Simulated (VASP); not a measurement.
# Bi (P6_3/mmc) in VASP: notebook

Runs on Bi. Level: LDA. Tasks: single point.

Everything below comes from runs of VASP 6.6.1. Logs are shortened: lines on timing, memory, paths and dates and some standing lists are left out, and cuts for length are marked.

## (1) The cell of the first run

It takes space group P6_3/mmc (No. 194, hexagonal). Conventional cell: a = 3.459 Å, b = 3.459 Å, c = 5.670 Å, α = 90.00°, β = 90.00°, γ = 120.00°. Within 4.5 Å of Bi (site symmetry -6m2) lie 12 Bi at 3.46 to 3.47 Å.

This isn't the form of Bi at room conditions, which is rhombohedral.

## (2) Single point, LDA (29.38 Å³/atom)

File INCAR:

```
SYSTEM = Bi
PREC = Accurate ; ENCUT = 520
EDIFF = 1E-6 ; ISMEAR = -1
SIGMA = 0.1 ; LREAL = .FALSE.
LASPH = .TRUE. ; NELM = 80
ALGO = Normal ; ISIF = 2
LWAVE = .FALSE. ; LCHARG = .FALSE.
GGA = CA ; NBANDS = 22
```

File KPOINTS:

```
regular mesh
0
G
  12 12 6
  0 0 0
```

File POSCAR:

```
Bi
1.0
    3.4592288244      0.0000000000      0.0000000000
   -1.7296144122      2.9957800394      0.0000000000
    0.0000000000      0.0000000000      5.6699130555
Bi
2
Direct
    0.3333333333      0.6666666667      0.2500000000
    0.6666666667      0.3333333333      0.7500000000
```

Potentials or basis: VASP PAW LDA potentials, release 64 (Bi_d).

Command:

```console
cat potpaw_LDA.64/Bi_d/POTCAR > POTCAR
mpirun -np 1 vasp_std > vasp.out
```

OUTCAR:

```text
SYSTEM = Bi
   PREC = Accurate
   ENCUT = 520
   EDIFF = 1E-6
   ISMEAR = -1
   LREAL = .FALSE.
   LASPH = .TRUE.
   NELM = 80
   ISIF = 2
   GGA = CA

 ion  position               nearest neighbor table
   1  0.333  0.667  0.250-   2 3.47   2 3.47   2 3.47   2 3.47   2 3.47   2 3.47
   2  0.667  0.333  0.750-   1 3.47   1 3.47   1 3.47   1 3.47   1 3.47   1 3.47

  LATTYP: Found a hexagonal cell.
 ALAT       =     3.4592288244
 C/A-ratio  =     1.6390685159

  Lattice vectors:

 A1 = (   3.4592288244,   0.0000000000,   0.0000000000)
 A2 = (  -1.7296144122,   2.9957800394,   0.0000000000)
 A3 = (   0.0000000000,   0.0000000000,   5.6699130555)

Analysis of symmetry for initial positions (statically):
=====================================================================
 Subroutine PRICEL returns:
 Original cell was already a primitive cell.

 Routine SETGRP: Setting up the symmetry group for a
 hexagonal supercell.

 Subroutine GETGRP returns: Found 24 space group operations
 (whereof 12 operations were pure point group operations)
 out of a pool of 24 trial point group operations.

The static configuration has the point symmetry D_3d.
 The point group associated with its full space group is D_6h.

Analysis of symmetry for dynamics (positions and initial velocities):
=====================================================================
 Subroutine PRICEL returns:
 Original cell was already a primitive cell.

 Routine SETGRP: Setting up the symmetry group for a
 hexagonal supercell.

 Subroutine GETGRP returns: Found 24 space group operations
 (whereof 12 operations were pure point group operations)
 out of a pool of 24 trial point group operations.

The dynamic configuration has the point symmetry D_3d.
 The point group associated with its full space group is D_6h.

 Subroutine INISYM returns: Found 24 space group operations
 (whereof 12 operations are pure point group operations),
 and found     1 'primitive' translations

----------------------------------------------------------------------------------------

                                     Primitive cell

  volume of cell :      58.7578

  direct lattice vectors                    reciprocal lattice vectors
     3.459228824  0.000000000  0.000000000     0.289081772  0.166901439  0.000000000
    -1.729614412  2.995780039  0.000000000     0.000000000  0.333802878  0.000000000
     0.000000000  0.000000000  5.669913056     0.000000000  0.000000000  0.176369548

  length of vectors
     3.459228824  3.459228824  5.669913056     0.333802878  0.333802878  0.176369548

  position of ions in fractional coordinates (direct lattice)
     0.333333333  0.666666667  0.250000000
     0.666666667  0.333333333  0.750000000

  ion indices of the primitive-cell ions
   primitive index   ion index
                 1           1
                 2           2

----------------------------------------------------------------------------------------

 KPOINTS: regular mesh

Automatic generation of k-mesh.
 Grid dimensions read from file:
 generate k-points for:   12   12    6

 Generating k-lattice:

  Cartesian coordinates                     Fractional coordinates (reciprocal lattice)
     0.024090148  0.013908453  0.000000000     0.083333333  0.000000000  0.000000000
     0.000000000  0.027816907  0.000000000     0.000000000  0.083333333  0.000000000
     0.000000000  0.000000000  0.029394925     0.000000000  0.000000000  0.166666667

  Length of vectors
     0.027816907  0.027816907  0.029394925

  Shift w.r.t. Gamma in fractional coordinates (k-lattice)
     0.000000000  0.000000000  0.000000000

 Subroutine IBZKPT returns following result:
 ===========================================

 Found     76 irreducible k-points:

 Following reciprocal coordinates:
            Coordinates               Weight
  0.000000  0.000000  0.000000      1.000000
  0.083333  0.000000  0.000000      6.000000
  0.166667  0.000000  0.000000      6.000000
  0.250000  0.000000  0.000000      6.000000
  0.333333  0.000000  0.000000      6.000000
  0.416667  0.000000  0.000000      6.000000
[... 16 lines left out ...]
  0.250000  0.000000  0.166667     12.000000
  0.333333  0.000000  0.166667     12.000000
 [... further k-points ...]
   k-points           NKPTS =     76   k-points in BZ     NKDIM =     76   number of bands    NBANDS=     22
   number of dos      NEDOS =    301   number of ions     NIONS =      2
   total plane-waves  NPLWV =  32928
   dimension x,y,z NGX =    28 NGY =   28 NGZ =   42
   dimension x,y,z NGXF=    56 NGYF=   56 NGZF=   84
   ions per type =               2
   NGX,Y,Z   is equivalent  to a cutoff of  13.46, 13.46, 12.31 a.u.
   NGXF,Y,Z  is equivalent  to a cutoff of  26.91, 26.91, 24.63 a.u.
 SYSTEM =  Bi
   PREC   = accura    normal or accurate (medium, high low for compatibility)
   ISTART =      0    job   : 0-new  1-cont  2-samecut
   ICHARG =      2    charge: 1-file 2-atom 10-const
   ISPIN  =      1    spin polarized calculation?
   LNONCOLLINEAR =      F non collinear calculations
   LSORBIT =      F    spin-orbit coupling
   LASPH  =      T    aspherical Exc in radial PAW
   ENCUT  =  520.0 eV  38.22 Ry    6.18 a.u.   6.43  6.43 10.54*2*pi/ulx,y,z
   NELM   =     80;   NELMIN=  2; NELMDL= -5     # of ELM steps
   EDIFF  = 0.1E-05   stopping-criterion for ELM
   LREAL  =      F    real-space projection
   EDIFFG = 0.1E-04   stopping-criterion for IOM
   NSW    =      0    number of steps for IOM
   IBRION =     -1    ionic relax: 0-MD 1-quasi-New 2-CG
   NFREE  =      0    steps in history (QN), initial steepest desc. (CG)
   ISIF   =      2    stress and relaxation
   ISYM   =      2    0-nonsym 1-usesym 2-fastsym
   POTIM  = 0.5000    time-step for ionic-motion
   TEBEG  =    0.0;   TEEND  =   0.0 temperature during run
   PSTRESS=    0.0 pullay stress
   NELECT =      30.0000    total number of electrons
   NUPDOWN=      -1.0000    fix difference up-down
   EMIN   =  10.00;   EMAX   =-10.00  energy-range for DOS
   EFERMI =   0.00;   METHOD = LEGACY
   ISMEAR =    -1;   SIGMA  =   0.10  broadening in eV -4-tet -1-fermi 0-gaus
   EFERMI_NEDOS =   21; number of points for ismear=-14 and -15
   IALGO  =     38    algorithm
   IMIX   =      4    mixing-type and parameters
     AMIX     =   0.40;   BMIX     =  1.00
     AMIX_MAG =   1.60;   BMIX_MAG =  1.00
  volume/ion in A,a.u.               =      29.38       198.26
  Fermi-wavevector in a.u.,A,eV,Ry     =   1.308459  2.472629 23.294050  1.712064
  Thomas-Fermi vector in A             =   2.439124
   LORBIT       =      0    0 simple, 1 ext, 2 COOP (PROOUT), +10 PAW based schemes
   GGA     = CA    functional components
   LHFCALC =     F    Hartree Fock is set to
   AEXX    =    0.0000 exact exchange contribution
   IVDW    =     0    specifies the selected vdW correction
   LEPSILON=     F    determine dielectric tensor
   LRPA    =     F    only Hartree local field effects (RPA)
 non-spin polarized calculation
  energy-cutoff  :      520.00
  volume of cell :       58.76
 maximum number of plane-waves:      1605
 NGX is ok and might be reduce to    28
   NGX = 13   NGY = 13   NGZ = 21

 number of electron      30.0000003 magnetization

 Free energy of the ion-electron system (eV)
  ---------------------------------------------------
  ext. energy  EPLUGINS =         0.00000000
  ---------------------------------------------------
  free energy    TOTEN  =        -8.94385847 eV

  energy without entropy =       -8.91004324  energy(sigma->0) =       -8.92695085

 E-fermi :   8.4864     XC(G=0): -10.8073

 val. band max:        8.4274390817   @ k =   0.4167   0.0833   0.1667
 cond. band min:       8.5256196296   @ k =   0.1667   0.0833   0.3333
 fundamental gap:      0.0981805479
 Fermi energy:         8.4864099160

 k-point     1 :       0.0000    0.0000    0.0000
  band No.  band energies     occupation
      1     -14.5834      2.00000
      2     -14.5764      2.00000
      3     -14.5596      2.00000
      4     -14.5596      2.00000
      5     -14.5486      2.00000
      6     -14.5486      2.00000
[... 14 lines left out ...]
     21      18.7844      0.00000
     22      19.1732      0.00000

 k-point     2 :       0.0833    0.0000    0.0000
  band No.  band energies     occupation
      1     -14.5848      2.00000
      2     -14.5743      2.00000
      3     -14.5545      2.00000
      4     -14.5490      2.00000
      5     -14.5441      2.00000
      6     -14.5381      2.00000
[... 14 lines left out ...]
     21      18.4992      0.00000
     22      18.8287      0.00000

 k-point     3 :       0.1667    0.0000    0.0000
  band No.  band energies     occupation
      1     -14.5994      2.00000
      2     -14.5604      2.00000
      3     -14.5512      2.00000
      4     -14.5381      2.00000
      5     -14.5343      2.00000
      6     -14.5199      2.00000
[... 14 lines left out ...]
     21      18.0293      0.00000
     22      18.6248      0.00000

 k-point     4 :       0.2500    0.0000    0.0000
  band No.  band energies     occupation
      1     -14.6196      2.00000
      2     -14.5576      2.00000
      3     -14.5563      2.00000
      4     -14.5463      2.00000
      5     -14.5344      2.00000
      6     -14.4813      2.00000
[... 14 lines left out ...]
     21      17.7147      0.00000
     22      18.3548      0.00000

 k-point     5 :       0.3333    0.0000    0.0000
  band No.  band energies     occupation
      1     -14.6387      2.00000
      2     -14.5758      2.00000
      3     -14.5639      2.00000
      4     -14.5577      2.00000
      5     -14.5098      2.00000
      6     -14.4765      2.00000
[... 417 lines left out ...]
 k-point    22 :       0.1667    0.0000    0.1667
  band No.  band energies     occupation
      1     -14.5976      2.00000
      2     -14.5682      2.00000
      3     -14.5596      2.00000
      4     -14.5401      2.00000
      5     -14.5344      2.00000
      6     -14.5132      2.00000
[... 14 lines left out ...]
     21      17.3325      0.00000
     22      18.9412      0.00000

 k-point    23 :       0.2500    0.0000    0.1667
  band No.  band energies     occupation
      1     -14.6169      2.00000
      2     -14.5732      2.00000
      3     -14.5598      2.00000
      4     -14.5407      2.00000
      5     -14.5201      2.00000
      6     -14.4885      2.00000
[... 14 lines left out ...]
     21      16.9422      0.00000
     22      19.0124      0.00000

 k-point    24 :       0.3333    0.0000    0.1667
  band No.  band energies     occupation
      1     -14.6349      2.00000
      2     -14.5863      2.00000
      3     -14.5674      2.00000
      4     -14.5488      2.00000
      5     -14.5063      2.00000
      6     -14.4840      2.00000
[... 14 lines left out ...]
     21      17.0754      0.00000
     22      18.5505      0.00000

 [... further k-points ...]

------------------------ aborting loop because EDIFF is reached ----------------------------------------

  FORCE on cell =-STRESS in cart. coord.  units (eV):
  Direction    XX          YY          ZZ          XY          YZ          ZX
  --------------------------------------------------------------------------------------
  -------------------------------------------------------------------------------------
  Total       -0.1193020     -0.1193020      0.1873784     -0.0000000      0.0000000      0.0000000
  in kB       -3.2530641     -3.2530641      5.1093365     -0.0000000      0.0000000      0.0000000
  external PRESSURE =      -0.4655972 kB  Pullay stress =       0.0000000 kB

 VOLUME and BASIS-vectors are now :
 -----------------------------------------------------------------------------
  energy-cutoff  :      520.00
  volume of cell :       58.76
      direct lattice vectors                 reciprocal lattice vectors
     3.459228824  0.000000000  0.000000000     0.289081772  0.166901439  0.000000000
    -1.729614412  2.995780039  0.000000000     0.000000000  0.333802878  0.000000000
     0.000000000  0.000000000  5.669913056     0.000000000  0.000000000  0.176369548

 POSITION                                       TOTAL-FORCE (eV/Angst)
 -----------------------------------------------------------------------------------
     -0.00000      1.99719      1.41748         0.000000     -0.000000      0.000000
      1.72961      0.99859      4.25243        -0.000000      0.000000      0.000000
 -----------------------------------------------------------------------------------
    total drift:                               -0.000000      0.000000      0.000000

  FREE ENERGIE OF THE ION-ELECTRON SYSTEM (eV)
  ---------------------------------------------------
  free  energy   TOTEN  =        -8.9438584682 eV

  energy  without entropy=       -8.9100432416  energy(sigma->0) =       -8.92695085
```

It took 88 s on 1 thread of Intel Xeon 8259CL, shared host; peak memory 0.2 GiB.

What came out:

- Free energy: -8.9439 eV
- Pressure: 0.0 GPa
- Band gap on the k mesh: zero (bands 15 and 16 overlap by 7.38 eV)

Levels at points of the mesh, in eV from the Fermi level:
| k point | band 13 | band 14 | band 15 | band 16 | band 17 | band 18 |
| --- | --- | --- | --- | --- | --- | --- |
| (0.00, 0.00, 0.00) | -5.63 | 3.59 | 3.59 | 5.26 | 5.26 | 5.32 |
| (0.50, 0.00, 0.00) | -4.66 | -3.18 | -2.11 | 0.18 | 0.37 | 3.57 |
| (0.00, 0.00, 0.50) | -1.13 | -1.13 | 4.38 | 4.38 | 4.38 | 4.38 |
| (0.50, 0.00, 0.50) | -5.15 | -5.15 | 1.60 | 1.60 | 1.63 | 1.63 |

Caveat: spin-orbit coupling is left out, which moves the levels of the heavy elements.

[end of part 1 of 3]
